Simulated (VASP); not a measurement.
Set up this calculation in VASP 6.6.1, as the native input.

- Task: single point
- Functional: PBEsol
- Dispersion: D3(BJ)
- Potentials or basis: VASP PAW PBE potentials, release 64 (C)
- Cutoff: 520 eV
- k mesh: 16 × 16 × 16
- Occupations: gaussian, width 0.03 eV
- Spin: no spin polarisation
- Dipole correction: no
- Further INCAR settings: ALGO = Normal; EDIFF = 1e-06; NBANDS = 11

The structure of C lies in POSCAR:

```
C
1.0
    0.0000000000      2.0894413751      3.2641567761
    1.2071379834      0.0000000000      3.2641567761
    1.2071379834      2.0894413751      0.0000000000
C
2
Direct
    0.1549584640      0.8450415360      0.1549584640
    0.8450415360      0.1549584640      0.8450415360
```

This cell differs from its parent crystal: atoms shifted along a free coordinate.

The input as run:

INCAR

```
ALGO = Normal
EDIFF = 1E-6
ENCUT = 520
GGA = PS
ISIF = 2
ISMEAR = 0
IVDW = 12
LASPH = True
LCHARG = False
LREAL = False
LWAVE = False
NBANDS = 11
NELM = 100
PREC = Accurate
SIGMA = 0.03
```

KPOINTS

```
k-points
0
Gamma
  16 16 16
```

Potentials or basis: VASP PAW PBE potentials, release 64 (C).

Run with:

```bash
$ cat potpaw_PBE.64/C/POTCAR > POTCAR
$ mpirun -np 1 vasp_std > vasp.out
```

It gave:

| Item | Value |
| --- | --- |
| Pressure | 24.8 GPa |
| Largest force | 6.978 eV/Å |
| Band gap on the k mesh | zero (bands 4 and 5 overlap by 0.50 eV) |
| Dispersion energy per atom | -0.112 eV |

Caveat: the cell differs from its parent crystal (atoms shifted along a free coordinate); the stress differs along the axes, from 0 to 56 GPa; the PAW data sets were made with another functional, which shifts forces and pressure a little.

Run time: 71 s on 1 thread of AMD EPYC 9R45 (Zen 5), with other jobs on the host, peak memory 0.18 GiB.
